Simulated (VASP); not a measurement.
# Cd (P-6m2) in VASP: single point with PBE

Aim: the single point of Cd with PBE.

Program: VASP 6.6.1. These are calculated values, not measurements. Logs are shortened: lines on timing, memory, paths and dates and some standing lists are left out, and cuts for length are marked.

**1. The cell of the first run**

Symmetry: P-6m2, No. 187, hexagonal system. The conventional cell has a = 3.019 Å, b = 3.019 Å, c = 17.461 Å, α = 90.00°, β = 90.00°, γ = 120.00°. Cd (site symmetry -6m2) has 12 Cd at 3.02 to 3.38 Å within 4.0 Å. Within 4.0 Å of Cd (site symmetry 3m) lie 12 Cd at 3.02 to 3.40 Å. Cd (site symmetry 3m) has 12 Cd at 3.02 to 3.40 Å within 4.0 Å. Within 4.0 Å of Cd (site symmetry -6m2) lie 12 Cd at 3.02 to 3.40 Å.

**2. Single point, PBE**

The input, INCAR:

```
ALGO     = Fast           # electronic algorithm
EDIFF    = 1E-6           # SCF threshold, eV
ENCUT    = 520            # plane-wave cutoff, eV
GGA      = PE             # functional
ISIF     = 2              # what is computed and relaxed
ISMEAR   = 0              # smearing method
LASPH    = True           # aspherical terms in the spheres
LCHARG   = False          # write CHGCAR
LREAL    = False          # projectors in reciprocal space
LWAVE    = False          # write WAVECAR
NBANDS   = 45             # bands
NELM     = 80             # most SCF steps
PREC     = Accurate       # precision mode
SIGMA    = 0.1            # smearing width, eV
```

The input, KPOINTS:

```
k-points
0
Gamma
  18 18 3
```

The input, POSCAR:

```
Cd
1.0
    3.0188060490      0.0000000000      0.0000000000
   -1.5094030245      2.6143627276      0.0000000000
    0.0000000000      0.0000000000     17.4607595093
Cd
6
Direct
    0.0000000000      0.0000000000      0.0000000000
    0.3333333333      0.6666666667      0.1661700668
    0.0000000000      0.0000000000      0.3330645576
    0.6666666667      0.3333333333      0.5000000000
    0.0000000000      0.0000000000      0.6669354424
    0.3333333333      0.6666666667      0.8338299332
```

Potentials or basis: VASP PAW PBE potentials, release 64 (Cd).

On the command line:

```console
> cat potpaw_PBE.64/Cd/POTCAR > POTCAR
> mpirun -np 1 vasp_std > vasp.out
```

OUTCAR:

```text
EDIFF = 1E-6
   ENCUT = 520
   GGA = PE
   ISIF = 2
   ISMEAR = 0
   LASPH = True
   LREAL = False
   NELM = 80
   PREC = Accurate

 ion  position               nearest neighbor table
   1  0.000  0.000  0.000-   2 3.38   6 3.38   2 3.38   6 3.38   2 3.38   6 3.38
   2  0.333  0.667  0.166-   1 3.38   1 3.38   1 3.38   3 3.40   3 3.40   3 3.40
   3  0.000  0.000  0.333-   2 3.40   2 3.40   2 3.40   4 3.40   4 3.40   4 3.40
   4  0.667  0.333  0.500-   3 3.40   5 3.40   3 3.40   5 3.40   3 3.40   5 3.40
   5  0.000  0.000  0.667-   6 3.40   6 3.40   6 3.40   4 3.40   4 3.40   4 3.40
   6  0.333  0.667  0.834-   1 3.38   1 3.38   1 3.38   5 3.40   5 3.40   5 3.40

  LATTYP: Found a hexagonal cell.
 ALAT       =     3.0188060490
 C/A-ratio  =     5.7839951378

  Lattice vectors:

 A1 = (   3.0188060490,   0.0000000000,   0.0000000000)
 A2 = (  -1.5094030245,   2.6143627276,   0.0000000000)
 A3 = (   0.0000000000,   0.0000000000,  17.4607595093)

Analysis of symmetry for initial positions (statically):
=====================================================================
 Subroutine PRICEL returns:
 Original cell was already a primitive cell.

 Routine SETGRP: Setting up the symmetry group for a
 hexagonal supercell.

 Subroutine GETGRP returns: Found 12 space group operations
 (whereof 12 operations were pure point group operations)
 out of a pool of 24 trial point group operations.

The static configuration has the point symmetry D_3h.

Analysis of symmetry for dynamics (positions and initial velocities):
=====================================================================
 Subroutine PRICEL returns:
 Original cell was already a primitive cell.

 Routine SETGRP: Setting up the symmetry group for a
 hexagonal supercell.

 Subroutine GETGRP returns: Found 12 space group operations
 (whereof 12 operations were pure point group operations)
 out of a pool of 24 trial point group operations.

The dynamic configuration has the point symmetry D_3h.

 Subroutine INISYM returns: Found 12 space group operations
 (whereof 12 operations are pure point group operations),
 and found     1 'primitive' translations

----------------------------------------------------------------------------------------
[... 101 lines left out ...]
   EDIFF  = 0.1E-05   stopping-criterion for ELM
   LREAL  =      F    real-space projection
   EDIFFG = 0.1E-04   stopping-criterion for IOM
   NSW    =      0    number of steps for IOM
   IBRION =     -1    ionic relax: 0-MD 1-quasi-New 2-CG
   NFREE  =      0    steps in history (QN), initial steepest desc. (CG)
   ISIF   =      2    stress and relaxation
   ISYM   =      2    0-nonsym 1-usesym 2-fastsym
   POTIM  = 0.5000    time-step for ionic-motion
   TEBEG  =    0.0;   TEEND  =   0.0 temperature during run
   PSTRESS=    0.0 pullay stress
   NELECT =      72.0000    total number of electrons
   NUPDOWN=      -1.0000    fix difference up-down
   EMIN   =  10.00;   EMAX   =-10.00  energy-range for DOS
   EFERMI =   0.00;   METHOD = LEGACY
   ISMEAR =     0;   SIGMA  =   0.10  broadening in eV -4-tet -1-fermi 0-gaus
   EFERMI_NEDOS =   21; number of points for ismear=-14 and -15
   IALGO  =     68    algorithm
   IMIX   =      4    mixing-type and parameters
     AMIX     =   0.40;   BMIX     =  1.00
     AMIX_MAG =   1.60;   BMIX_MAG =  1.00
  volume/ion in A,a.u.               =      22.97       154.99
  Fermi-wavevector in a.u.,A,eV,Ry     =   1.318553  2.491704 23.654845  1.738582
  Thomas-Fermi vector in A             =   2.448515
   LORBIT       =      0    0 simple, 1 ext, 2 COOP (PROOUT), +10 PAW based schemes
   GGA     = PE    functional components
   LHFCALC =     F    Hartree Fock is set to
   AEXX    =    0.0000 exact exchange contribution
   IVDW    =     0    specifies the selected vdW correction
   LEPSILON=     F    determine dielectric tensor
   LRPA    =     F    only Hartree local field effects (RPA)
 non-spin polarized calculation
 RMM-DIIS sequential band-by-band and
 Gauss-broadening in eV      SIGMA  =   0.10
  energy-cutoff  :      520.00
  volume of cell :      137.80
 maximum number of plane-waves:      3761
 NGX is ok and might be reduce to    24
   NGX = 11   NGY = 11   NGZ = 65

 number of electron      71.9999981 magnetization

 Free energy of the ion-electron system (eV)
  ---------------------------------------------------
  ext. energy  EPLUGINS =         0.00000000
  ---------------------------------------------------
  free energy    TOTEN  =        -4.47292887 eV

  energy without entropy =       -4.46632607  energy(sigma->0) =       -4.46962747

 E-fermi :   2.5214     XC(G=0): -10.7018

 val. band max:        2.5057958137   @ k =   0.5000   0.0000   0.3333
 cond. band min:       2.5228787799   @ k =   0.5000   0.0000   0.3333
 fundamental gap:      0.0170829661
 Fermi energy:         2.5213664755

 k-point     1 :       0.0000    0.0000    0.0000
  band No.  band energies     occupation
      1      -7.1321      2.00000
      2      -7.0816      2.00000
      3      -7.0798      2.00000
      4      -6.9797      2.00000
      5      -6.9794      2.00000
      6      -6.9298      2.00000
[... 1141 lines left out ...]
     44       7.6557      0.00000
     45       8.2425      0.00000

 [... further k-points ...]

------------------------ aborting loop because EDIFF is reached ----------------------------------------

  FORCE on cell =-STRESS in cart. coord.  units (eV):
  Direction    XX          YY          ZZ          XY          YZ          ZX
  --------------------------------------------------------------------------------------
  -------------------------------------------------------------------------------------
  Total        0.2772731      0.2772731      0.0907459     -0.0000000      0.0000000     -0.0000000
  in kB        3.2236969      3.2236969      1.0550506     -0.0000000      0.0000000     -0.0000000
  external PRESSURE =       2.5008148 kB  Pullay stress =       0.0000000 kB

 VOLUME and BASIS-vectors are now :
 -----------------------------------------------------------------------------
  energy-cutoff  :      520.00
  volume of cell :      137.80
      direct lattice vectors                 reciprocal lattice vectors
     3.018806049  0.000000000  0.000000000     0.331256790  0.191251197  0.000000000
    -1.509403025  2.614362728  0.000000000     0.000000000  0.382502393  0.000000000
     0.000000000  0.000000000 17.460759509     0.000000000  0.000000000  0.057271277

 POSITION                                       TOTAL-FORCE (eV/Angst)
 -----------------------------------------------------------------------------------
      0.00000      0.00000      0.00000         0.000000      0.000000      0.000000
     -0.00000      1.74291      2.90146        -0.000000     -0.000000      0.001532
      0.00000      0.00000      5.81556         0.000000      0.000000     -0.000676
      1.50940      0.87145      8.73038         0.000000     -0.000000      0.000000
      0.00000      0.00000     11.64520         0.000000     -0.000000      0.000676
     -0.00000      1.74291     14.55930        -0.000000     -0.000000     -0.001532
 -----------------------------------------------------------------------------------
    total drift:                                0.000000     -0.000000      0.000000

  FREE ENERGIE OF THE ION-ELECTRON SYSTEM (eV)
  ---------------------------------------------------
  free  energy   TOTEN  =        -4.4729288704 eV

  energy  without entropy=       -4.4663260694  energy(sigma->0) =       -4.46962747
```

OSZICAR:

```text
N       E                     dE             d eps       ncg     rms          rms(c)
DAV:   1     0.607523175729E+03    0.60752E+03   -0.38440E+04  6692   0.160E+03
DAV:   2     0.148750736694E+02   -0.59265E+03   -0.57461E+03  6805   0.433E+02
DAV:   3    -0.465584303808E+01   -0.19531E+02   -0.19413E+02  7526   0.902E+01
DAV:   4    -0.473597551345E+01   -0.80132E-01   -0.79986E-01  7275   0.492E+00
DAV:   5    -0.473617723024E+01   -0.20172E-03   -0.20171E-03  7233   0.230E-01    0.672E+00
RMM:   6    -0.447846313084E+01    0.25771E+00   -0.80489E-01  6672   0.576E+00    0.553E+00
RMM:   7    -0.447049917300E+01    0.79640E-02   -0.11872E-01  6873   0.162E+00    0.270E+00
RMM:   8    -0.447265640404E+01   -0.21572E-02   -0.18475E-02  6917   0.127E+00    0.210E-01
RMM:   9    -0.447277217187E+01   -0.11577E-03   -0.21677E-03  7221   0.286E-01    0.750E-02
RMM:  10    -0.447290278821E+01   -0.13062E-03   -0.21680E-04  7364   0.115E-01    0.380E-02
RMM:  11    -0.447293014489E+01   -0.27357E-04   -0.71385E-05  7107   0.677E-02    0.940E-03
RMM:  12    -0.447292891599E+01    0.12289E-05   -0.29380E-06  4988   0.113E-02    0.241E-03
RMM:  13    -0.447292887043E+01    0.45563E-07   -0.30503E-07  4332   0.395E-03
   1 F= -.44729289E+01 E0= -.44696275E+01  d E =-.660280E-02
```

stdout:

```text
POSCAR found type information on POSCAR Cd
 POSCAR found :  1 types and       6 ions
 scaLAPACK will be used
 LDA part: xc-table for (Slater+PW92), standard interpolation
 POSCAR, INCAR and KPOINTS ok, starting setup
 FFT: planning ... GRIDC
 FFT: planning ... GRID_SOFT
 FFT: planning ... GRID
 WAVECAR not read
 entering main loop
```

Run time: 3.6 min. Hardware: 1 thread of AMD EPYC 9R45 (Zen 5), shared host; peak memory 0.44 GiB.

What came out:

| Property | Result |
| --- | --- |
| Free energy | -4.4729 eV |
| Pressure | 0.3 GPa |
| Band gap on the k mesh | zero (bands 36 and 37 overlap by 4.47 eV) |
